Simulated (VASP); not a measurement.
**K5AgS3: single point with PBE**

Crystal: K5AgS3.

```
K Ag S
1.0
     6.66529    0.00000    0.00000
    -3.33265    5.77231    0.00000
     0.00000    0.00000   10.08211
K Ag S
5 1 3
Cartesian
  0.0000 0.0000 0.0000
  0.0000 3.8482 2.7979
  0.0000 3.8482 7.2842
  3.3326 1.9241 7.2842
  3.3326 1.9241 2.7979
  0.0000 0.0000 5.0411
  3.3326 0.0000 5.0411
  -1.6663 2.8862 5.0411
  1.6663 2.8862 5.0411
```

The cell was built from a structure type or drawn by symmetry, and may not be a known phase.

```json
{
  "Program": "VASP 6.6.1",
  "Task": "single point",
  "Functional": "PBE",
  "Potentials or basis": "VASP PAW PBE potentials, release 64 (K_sv, Ag, S)",
  "Cutoff": "500 eV",
  "k mesh": "3 × 3 × 4",
  "Occupations": "gaussian, width 0.1 eV",
  "Spin": "no spin polarisation",
  "Dipole correction": "no",
  "Further INCAR settings": "ALGO = Normal; EDIFF = 1e-06; NBANDS = 47"
}
```

The pressure is 0.1 GPa and the largest force is 0.053 eV/Å. The band gap on the k mesh is zero (bands 37 and 38 overlap by 0.26 eV).

Forces on the atoms (eV/Å):
```
K    0.000  0.000  0.000
K    0.000  0.000 -0.053
K    0.000  0.000  0.053
K    0.000  0.000  0.053
K    0.000  0.000 -0.053
Ag   0.000  0.000  0.000
S    0.000  0.000  0.000
S    0.000  0.000  0.000
S    0.000  0.000  0.000
```

Stress tensor (GPa, compression positive):
```
0.07 0.00 0.00
0.00 0.07 0.00
0.00 0.00 0.22
```

Levels at points of the mesh, in eV from the Fermi level:
```tsv
k point	band 33	band 34	band 35	band 36	band 37	band 38	band 39	band 40	band 41	band 42
(0.00, 0.00, 0.00)	-1.48	-1.41	-1.41	-0.08	0.19	0.51	0.51	1.06	2.08	2.08
(0.00, 0.00, 0.50)	-1.41	-1.41	-1.01	-0.47	0.19	0.51	0.51	1.30	2.00	2.08
```

Wall time 6.2 min on 1 thread of Intel Xeon 8259CL, with other jobs on the host, peak memory 0.56 GiB.

Caveat: the k points lie up to 0.36 Å⁻¹ apart.
